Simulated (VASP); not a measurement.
Input of a VASP 6.6.1 run:

File INCAR:

```
PREC     = Accurate       # precision mode
ENCUT    = 520            # plane-wave cutoff, eV
EDIFF    = 1E-6           # SCF threshold, eV
ISMEAR   = 0              # smearing method
SIGMA    = 0.1            # smearing width, eV
LREAL    = F              # projectors in reciprocal space
LASPH    = T              # aspherical terms in the spheres
NELM     = 60             # most SCF steps
ALGO     = Normal         # electronic algorithm
ISIF     = 2              # what is computed and relaxed
LWAVE    = F              # write WAVECAR
LCHARG   = F              # write CHGCAR
GGA      = PE             # functional
NBANDS   = 16             # bands
```

The input KPOINTS:

```
Automatic mesh
0
Gamma
  6 6 4
```

The input POSCAR:

```
Na2N
1.0
    3.3662577400      0.0000000000      0.0000000000
   -1.6831288700      2.9152647200      0.0000000000
    0.0000000000      0.0000000000      5.7065231400
Na N
2 1
Direct
    0.6666666700      0.3333333300      0.7175636900
    0.3333333300      0.6666666700      0.2824363100
    0.0000000000      0.0000000000      0.5000000000
```

Potentials or basis: VASP PAW PBE potentials, release 64 (Na_pv, N).

Run with:

```sh
$ cat potpaw_PBE.64/Na_pv/POTCAR potpaw_PBE.64/N/POTCAR > POTCAR
$ mpirun -np 1 vasp_std > vasp.out
```

Problem. Predict the pressure.

Solution. 4.7 GPa.

Problem. Estimate the largest force.

Solution. 0.014 eV/Å.

Problem. Estimate the band gap on the k mesh.

Solution. Zero (an odd number of electrons rules out a gap without spin polarisation).

Stress tensor (GPa, compression positive):
```
6.63 0.00 0.00
0.00 6.63 0.00
0.00 0.00 0.84
```

Caveat: the stress differs along the axes, from 1 to 7 GPa.
